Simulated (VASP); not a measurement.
A run of VASP 6.6.1 is set up as follows.

Contents of INCAR:

```
SYSTEM = Bi2Se3
PREC = Accurate ; ENCUT = 520
EDIFF = 1E-7 ; ISMEAR = 0
SIGMA = 0.05 ; LREAL = .False.
LASPH = .True. ; NELM = 100
ALGO = Normal ; ISIF = 2
LWAVE = .False. ; LCHARG = .False.
GGA = PE ; NBANDS = 32
```

The input KPOINTS:

```
Automatic mesh
0
Gamma
  6 6 6
  0 0 0
```

File POSCAR:

```
Bi2Se3
1.0
    1.9889736646      1.1483344807     10.4340296434
   -1.9889736646      1.1483344807     10.4340296434
    0.0000000000     -2.2966689614     10.4340296434
Bi Se
2 3
Direct
    0.3955941725      0.3955941725      0.3955941725
    0.6044058275      0.6044058275      0.6044058275
    0.0000000000      0.0000000000      0.0000000000
    0.2210304535      0.2210304535      0.2210304535
    0.7789695465      0.7789695465      0.7789695465
```

Potentials or basis: VASP PAW PBE potentials, release 64 (Bi_d, Se).

Run with:

```sh
$ cat potpaw_PBE.64/Bi_d/POTCAR potpaw_PBE.64/Se/POTCAR > POTCAR
$ mpirun -np 1 vasp_std > vasp.out
```

Q: What does it give for the largest force?

A: 0.847 eV/Å.

Q: Predict the pressure.

A: 6.8 GPa.

Q: Estimate the band gap on the k mesh.

A: 0.88 eV.

Forces in eV/Å, atoms in the order of the input:
```
Bi   0.000  0.000 -0.390
Bi   0.000  0.000  0.390
Se   0.000  0.000  0.000
Se   0.000  0.000 -0.847
Se   0.000  0.000  0.847
```

Caveat: the cell differs from its parent crystal (strain -0.050 along x and y, +0.000 along z); the cell stands under pressure; spin-orbit coupling is left out, which moves the levels of the heavy elements. A k mesh can miss the band edges.
